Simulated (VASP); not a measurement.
Write the native input for VASP 6.6.1 that does the following.

| Quantity | Value |
| --- | --- |
| Task | relaxation of cell and atoms |
| Functional | PBE |
| Potentials or basis | VASP PAW PBE potentials, release 64 (Zn, Cu) |
| Cutoff | 600 eV |
| k mesh | 14 × 14 × 14 |
| Occupations | fermi-dirac, width 0.15 eV |
| Spin | no spin polarisation |
| Dipole correction | no |
| Further INCAR settings | ALGO = Normal; EDIFF = 1e-06; IBRION = 2; EDIFFG = -0.001; NSW = 80; ISIF = 3 |

The structure of ZnCu lies in POSCAR:

```
ZnCu
1.0
    2.9631825772      0.0000000000      0.0000000000
    0.0000000000      2.9631825772      0.0000000000
    0.0000000000      0.0000000000      2.9631825772
Zn Cu
1 1
Direct
    0.5000000000      0.5000000000      0.5000000000
    0.0000000000      0.0000000000      0.0000000000
```

One way to write it, as run:

INCAR

```
  PREC = Accurate
  ENCUT = 600
  EDIFF = 1E-6
  ISMEAR = -1
  SIGMA = 0.15
  LREAL = False
  LASPH = True
  NELM = 100
  ALGO = Normal
  ISIF = 3
  LWAVE = False
  LCHARG = False
  GGA = PE
  IBRION = 2
  NSW = 80
  EDIFFG = -0.001
```

KPOINTS

```
Automatic mesh
0
Gamma
  14 14 14
```

Potentials or basis: VASP PAW PBE potentials, release 64 (Zn, Cu).

Launch:

```sh
$ cat potpaw_PBE.64/Zn/POTCAR potpaw_PBE.64/Cu/POTCAR > POTCAR
$ mpirun -np 1 vasp_std > vasp.out
```

It gave:

```yaml
Relaxed_volume: 13.08 Å³/atom
Relaxed_cell: a = 2.969 Å, b = 2.969 Å, c = 2.969 Å, α = 90.00°, β = 90.00°, γ = 90.00°
Space_group_after_relaxing_to_0.05_Å: Pm-3m (No. 221)
Energy_gained_by_relaxing: 0.1 meV/atom
Ionic_steps: 10
Pressure_after_relaxing: 0.0 GPa
```

Run time: 67 s on 1 thread of AMD EPYC 9R45 96-Core Processor (Zen 5), with other jobs on the host, peak memory 0.16 GiB.
